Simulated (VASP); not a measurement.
## Tm3ZrO: single point with PBE

Crystal: Tm3ZrO.

```
Tm Zr O
1.0
     4.74874    0.00000    0.00000
     0.00000    4.74874    0.00000
     0.00000    0.00000    4.74874
Tm Zr O
3 1 1
Direct
  0.50000 0.50000 0.00000
  0.00000 0.50000 0.50000
  0.50000 0.00000 0.50000
  0.00000 0.00000 0.00000
  0.50000 0.50000 0.50000
```

The cell was built from a structure type or drawn by symmetry, and may not be a known phase.

```
Program                : VASP 6.6.1
Task                   : single point
Functional             : PBE
Potentials or basis    : VASP PAW PBE potentials, release 64 (Tm_3, Zr_sv, O), 4f in core
Cutoff                 : 600 eV
k mesh                 : 8 × 8 × 8
Occupations            : gaussian, width 0.1 eV
Spin                   : no spin polarisation
Dipole correction      : no
Mended                 : yes
Further INCAR settings : ALGO = Normal; EDIFF = 1e-06; NBANDS = 30
```

The pressure is 0.6 GPa and the band gap on the k mesh is zero (an odd number of electrons rules out a gap without spin polarisation).

Levels at points of the mesh, in eV from the Fermi level:
```csv
k point,band 20,band 21,band 22,band 23,band 24,band 25,band 26,band 27
"(0.00, 0.00, 0.00)",-2.30,-1.35,-1.35,-1.35,1.80,1.80,1.80,3.51
"(0.50, 0.00, 0.00)",-1.09,-0.25,0.03,0.30,0.30,0.63,0.63,1.67
"(0.50, 0.50, 0.00)",-1.17,-1.17,0.04,0.04,0.26,0.40,1.50,1.50
"(0.50, 0.50, 0.50)",-1.43,-1.43,0.96,0.96,0.96,1.24,1.24,2.09
```

Wall time 2 min on 1 thread of Intel(R) Xeon(R) 6975P-C (Granite Rapids), on a shared host, peak memory 0.32 GiB.

Caveat: spin-orbit coupling is left out, which moves the levels of the heavy elements; the 4f electrons are frozen in the core, so they carry no moment and show no levels; an odd number of electrons without spin polarisation forces a metal; a magnetic or distorted state may lie lower; the run has no spin polarisation, though such a crystal can be magnetic. Spin polarisation is off, so any magnetic state and its effect on volume and gap are missing.
